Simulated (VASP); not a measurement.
Write the native input for VASP 6.6.1 that does the following.

```yaml
Task: single point
Functional: PBEsol
Potentials_or_basis: VASP PAW PBE potentials, release 64 (Sn_d)
Cutoff: 520 eV
k_mesh: 16 × 16 × 16
Occupations: gaussian, width 0.15 eV
Spin: no spin polarisation
Dipole_correction: no
Further_INCAR_settings: ALGO = Fast; EDIFF = 1e-06; NBANDS = 21
```

The structure of Sn lies in POSCAR:

```
Sn
1.0
    0.0000000000      3.5324416222      3.2707792798
    3.5324416222      0.0000000000      3.2707792798
    3.5324416222      3.5324416222      0.0000000000
Sn
2
Direct
    0.5000000000      0.5000000000      0.5000000000
    0.7500000000      0.7500000000      0.7500000000
```

This cell differs from its parent crystal: strain +0.080 along x and y, +0.000 along z.

The input as run:

INCAR

```
PREC = Accurate
ENCUT = 520
EDIFF = 1E-6
ISMEAR = 0
SIGMA = 0.15
LREAL = False
LASPH = True
NELM = 100
ALGO = Fast
ISIF = 2
LWAVE = False
LCHARG = False
GGA = PS
NBANDS = 21
```

KPOINTS

```
Automatic mesh
0
Gamma
  16 16 16
```

Potentials or basis: VASP PAW PBE potentials, release 64 (Sn_d).

The run is started by

```console
$ cat potpaw_PBE.64/Sn_d/POTCAR > POTCAR
$ mpirun -np 1 vasp_std > vasp.out
```

It gave:

```
Pressure               : -4.5 GPa
Band gap on the k mesh : zero (bands 14 and 15 overlap by 0.56 eV)
```

Caveat: the cell differs from its parent crystal (strain +0.080 along x and y, +0.000 along z); the cell stands under tension; the PAW data sets were made with another functional, which shifts forces and pressure a little; spin-orbit coupling is left out, which moves the levels of the heavy elements.

Wall time 12 min on 1 thread of Intel(R) Xeon(R) Platinum 8488C (Sapphire Rapids), with other jobs on the host, peak memory 0.57 GiB.
